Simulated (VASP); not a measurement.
# Ta2AlF3 (P4/mmm) in VASP: single point with PBE

Aim: the single point of Ta2AlF3 with PBE.

Everything below comes from runs of VASP 6.6.1. Logs are shortened: lines on timing, memory, paths and dates and some standing lists are left out, and cuts for length are marked.

**1. The cell of the first run**

It takes space group P4/mmm (No. 123, tetragonal). Conventional cell: a = 3.537 Å, b = 3.537 Å, c = 11.584 Å, α = 90.00°, β = 90.00°, γ = 90.00°. Ta (site symmetry 4/mmm) has 4 Al at 2.50 Å within 3.3 Å. Within 2.6 Å of Ta (site symmetry 4/mmm) lie 6 F at 1.87 to 2.50 Å. Al (site symmetry 4/mmm) has 4 Ta at 2.50 Å within 3.3 Å. F (site symmetry 4mm) has 1 Ta at 1.87 Å within 2.5 Å. Within 3.3 Å of F (site symmetry 4/mmm) lie 4 Ta at 2.50 Å and 8 F at 3.12 Å.

The cell was generated, and may not be a known phase.

**2. Single point, PBE, collinear spin**

INCAR

```
ALGO = Normal ; EDIFF = 1E-6
ENCUT = 700 ; GGA = PE
GGA_COMPAT = False ; ISIF = 2
ISMEAR = 0 ; ISPIN = 2
LASPH = True ; LCHARG = False
LMAXMIX = 4 ; LORBIT = 11
LREAL = False ; LWAVE = False
MAGMOM = 0 -0.2 0 0 0 0 ; NBANDS = 38
NELM = 200 ; PREC = Accurate
SIGMA = 0.1
```

KPOINTS

```
k-points
0
Gamma
  6 6 2
```

POSCAR

```
Ta2AlF3
1.0
    3.5374196097      0.0000000000      0.0000000000
    0.0000000000      3.5374196097      0.0000000000
    0.0000000000      0.0000000000     11.5841246663
Ta Al F
2 1 3
Direct
    0.5000000000      0.5000000000      0.0000000000
    0.0000000000      0.0000000000      0.5000000000
    0.0000000000      0.0000000000      0.0000000000
    0.0000000000      0.0000000000      0.6612709112
    0.0000000000      0.0000000000      0.3387290888
    0.5000000000      0.5000000000      0.5000000000
```

Potentials or basis: VASP PAW PBE potentials, release 64 (Ta_sv_GW, Al, F).

Run with:

```sh
cat potpaw_PBE.64/Ta_sv_GW/POTCAR potpaw_PBE.64/Al/POTCAR potpaw_PBE.64/F/POTCAR > POTCAR
mpirun -np 1 vasp_std > vasp.out
```

OUTCAR:

```text
EDIFF = 1E-6
   ENCUT = 700
   GGA = PE
   ISIF = 2
   ISMEAR = 0
   ISPIN = 2
   LASPH = True
   LORBIT = 11
   LREAL = False
   NELM = 200
   PREC = Accurate

 ion  position               nearest neighbor table
   1  0.500  0.500  0.000-   3 2.50   3 2.50   3 2.50   3 2.50
   2  0.000  0.000  0.500-   4 1.87   5 1.87   6 2.50   6 2.50   6 2.50   6 2.50
   3  0.000  0.000  0.000-   1 2.50   1 2.50   1 2.50   1 2.50
   4  0.000  0.000  0.661-   2 1.87
   5  0.000  0.000  0.339-   2 1.87
   6  0.500  0.500  0.500-   2 2.50   2 2.50   2 2.50   2 2.50

  LATTYP: Found a simple tetragonal cell.
 ALAT       =     3.5374196097
 C/A-ratio  =     3.2747386356

  Lattice vectors:

 A1 = (   3.5374196097,   0.0000000000,   0.0000000000)
 A2 = (   0.0000000000,   3.5374196097,   0.0000000000)
 A3 = (   0.0000000000,   0.0000000000,  11.5841246663)

Analysis of symmetry for initial positions (statically):
=====================================================================
 Subroutine PRICEL returns:
 Original cell was already a primitive cell.

 Routine SETGRP: Setting up the symmetry group for a
 simple tetragonal supercell.

 Subroutine GETGRP returns: Found 16 space group operations
 (whereof 16 operations were pure point group operations)
 out of a pool of 16 trial point group operations.

The static configuration has the point symmetry D_4h.

Analysis of symmetry for dynamics (positions and initial velocities):
=====================================================================
 Subroutine PRICEL returns:
 Original cell was already a primitive cell.

 Routine SETGRP: Setting up the symmetry group for a
 simple tetragonal supercell.

 Subroutine GETGRP returns: Found 16 space group operations
 (whereof 16 operations were pure point group operations)
 out of a pool of 16 trial point group operations.

The dynamic configuration has the point symmetry D_4h.

Analysis of structural, dynamic, and magnetic symmetry:
=====================================================================
 Subroutine PRICEL returns:
 Original cell was already a primitive cell.

 Routine SETGRP: Setting up the symmetry group for a
 simple tetragonal supercell.

[... 140 lines left out ...]
  energy-cutoff  :      700.00
  volume of cell :      144.96
 maximum number of plane-waves:      6114
 NGX is ok and might be reduce to    32
   NGX = 15   NGY = 15   NGZ = 49

 number of electron      50.0000005 magnetization      -0.0060106

 number of electron      50.0000005 magnetization       0.3060385

 Free energy of the ion-electron system (eV)
  ---------------------------------------------------
  ext. energy  EPLUGINS =         0.00000000
  ---------------------------------------------------
  free energy    TOTEN  =       -42.22569787 eV

  energy without entropy =      -42.20815082  energy(sigma->0) =      -42.21692434

 E-fermi :   2.3839     XC(G=0):  -8.0207

 val. band max:        2.3722331702   @ k =   0.1667   0.0000   0.5000
 cond. band min:       2.4519419394   @ k =   0.0000   0.0000   0.0000
 fundamental gap:      0.0797087692
 Fermi energy:         2.3839187710

 spin component 1

 k-point     1 :       0.0000    0.0000    0.0000
  band No.  band energies     occupation
      1     -68.2514      1.00000
      2     -65.7165      1.00000
      3     -35.2985      1.00000
      4     -34.4033      1.00000
      5     -34.4033      1.00000
      6     -32.6899      1.00000
[... 789 lines left out ...]
     36       8.4847      0.00000
     37       8.7735      0.00000
 Fermi energy:         2.3839187710

 spin component 2

 k-point     1 :       0.0000    0.0000    0.0000
  band No.  band energies     occupation
      1     -68.2517      1.00000
      2     -65.6332      1.00000
      3     -35.2984      1.00000
      4     -34.4040      1.00000
      5     -34.4040      1.00000
      6     -32.5111      1.00000
[... 789 lines left out ...]
     36       8.4841      0.00000
     37       8.9863      0.00000
 [bands above 37 left out]

------------------------ aborting loop because EDIFF is reached ----------------------------------------

  FORCE on cell =-STRESS in cart. coord.  units (eV):
  Direction    XX          YY          ZZ          XY          YZ          ZX
  --------------------------------------------------------------------------------------
  -------------------------------------------------------------------------------------
  Total       -0.1467067     -0.1467067      0.5560016      0.0000000     -0.0000000     -0.0000000
  in kB       -1.6215268     -1.6215268      6.1454011      0.0000000     -0.0000000     -0.0000000
  external PRESSURE =       0.9674491 kB  Pullay stress =       0.0000000 kB

 VOLUME and BASIS-vectors are now :
 -----------------------------------------------------------------------------
  energy-cutoff  :      700.00
  volume of cell :      144.96
      direct lattice vectors                 reciprocal lattice vectors
     3.537419610  0.000000000  0.000000000     0.282691937  0.000000000  0.000000000
     0.000000000  3.537419610  0.000000000     0.000000000  0.282691937  0.000000000
     0.000000000  0.000000000 11.584124666     0.000000000  0.000000000  0.086325038

 POSITION                                       TOTAL-FORCE (eV/Angst)
 -----------------------------------------------------------------------------------
      1.76871      1.76871      0.00000        -0.000000     -0.000000     -0.000000
      0.00000      0.00000      5.79206        -0.000000     -0.000000     -0.000000
      0.00000      0.00000      0.00000        -0.000000     -0.000000     -0.000000
      0.00000      0.00000      7.66024        -0.000000      0.000000      0.139283
      0.00000      0.00000      3.92388         0.000000     -0.000000     -0.139283
      1.76871      1.76871      5.79206        -0.000000     -0.000000     -0.000000
 -----------------------------------------------------------------------------------
    total drift:                                0.000000     -0.000000     -0.000000

  FREE ENERGIE OF THE ION-ELECTRON SYSTEM (eV)
  ---------------------------------------------------
  free  energy   TOTEN  =       -42.2256978713 eV

  energy  without entropy=      -42.2081508157  energy(sigma->0) =      -42.21692434

 total charge

# of ion       s       p       d       f       tot
--------------------------------------------------
    1        3.272   5.998   2.339   0.010  11.619
    2        3.100   6.037   2.081   0.139  11.357
    3        0.493   0.456   0.000   0.000   0.948
    4        1.745   4.330   0.000   0.000   6.075
    5        1.745   4.330   0.000   0.000   6.075
    6        1.747   4.288   0.000   0.000   6.034
--------------------------------------------------
tot         12.102  25.439   4.420   0.150  42.110

 magnetization (x)

# of ion       s       p       d       f       tot
--------------------------------------------------
    1        0.013   0.001   0.170   0.000   0.185
    2        0.000   0.000  -0.000   0.000  -0.000
    3       -0.001  -0.001   0.000   0.000  -0.002
    4        0.000   0.000   0.000   0.000   0.000
    5        0.000   0.000   0.000   0.000   0.000
    6       -0.000   0.000   0.000   0.000   0.000
--------------------------------------------------
tot          0.012   0.001   0.170   0.000   0.184
```

Wall time 12 min (1 thread of Intel Xeon 6975P-C (Granite Rapids), shared host); peak memory 0.56 GiB.

What came out:

```
Free energy                                           : -42.2257 eV
Pressure                                              : 0.1 GPa
Largest force                                         : 0.139 eV/Å
Net moment                                            : 0.31 μB per cell
Site moments                                          : Ta +0.18, -0.00; Al -0.00; F +0.00 μB
Valence electrons inside the program's atomic spheres : Ta 11.62, 11.36; Al 0.95; F 6.08, 6.03 (each value once)
```

Forces in eV/Å, atoms in the order of the input:
```
Ta   0.000  0.000  0.000
Ta   0.000  0.000  0.000
Al   0.000  0.000  0.000
F    0.000  0.000  0.139
F    0.000  0.000 -0.139
F    0.000  0.000  0.000
```

Stress tensor (GPa, compression positive):
```
-0.16  0.00  0.00
 0.00 -0.16  0.00
 0.00  0.00  0.61
```

Levels at points of the mesh, in eV from the Fermi level:
Spin up:
| k point | band 22 | band 23 | band 24 | band 25 | band 26 | band 27 | band 28 | band 29 |
| --- | --- | --- | --- | --- | --- | --- | --- | --- |
| (0.00, 0.00, 0.00) | -2.46 | -2.25 | -1.59 | -0.52 | -0.17 | 0.46 | 1.09 | 1.25 |
| (0.50, 0.00, 0.00) | -3.32 | -1.52 | -0.84 | -0.45 | 0.45 | 0.84 | 1.43 | 1.62 |
| (0.50, 0.50, 0.00) | -0.46 | -0.46 | -0.07 | 0.15 | 0.15 | 0.55 | 0.55 | 0.84 |
| (0.00, 0.00, 0.50) | -2.46 | -2.25 | -1.59 | -0.55 | -0.16 | 0.46 | 1.09 | 1.25 |
| (0.50, 0.00, 0.50) | -3.32 | -1.53 | -0.84 | -0.45 | 0.44 | 0.87 | 1.43 | 1.62 |
| (0.50, 0.50, 0.50) | -0.46 | -0.46 | -0.07 | 0.15 | 0.15 | 0.55 | 0.55 | 0.84 |
Spin down:
```
           k point  band 21  band 22  band 23  band 24  band 25  band 26  band 27  band 28  band 29  band 30
(0.00, 0.00, 0.00)    -6.10    -2.46    -2.25    -1.51    -0.43     0.07     0.46     1.18     1.32     1.32
(0.50, 0.00, 0.00)    -3.83    -3.29    -1.37    -0.77    -0.45     0.74     0.85     1.43     1.86     1.88
(0.50, 0.50, 0.00)    -4.34    -0.25    -0.25    -0.07     0.22     0.22     0.55     0.55     1.16     1.43
(0.00, 0.00, 0.50)    -6.07    -2.46    -2.25    -1.51    -0.46     0.08     0.46     1.18     1.32     1.32
(0.50, 0.00, 0.50)    -3.83    -3.28    -1.37    -0.77    -0.45     0.70     0.89     1.43     1.86     1.88
(0.50, 0.50, 0.50)    -4.34    -0.25    -0.25    -0.07     0.21     0.21     0.55     0.55     1.16     1.43
```

Caveat: a moment this small can come from the mesh or the smearing; spin-orbit coupling is left out, which moves the levels of the heavy elements.
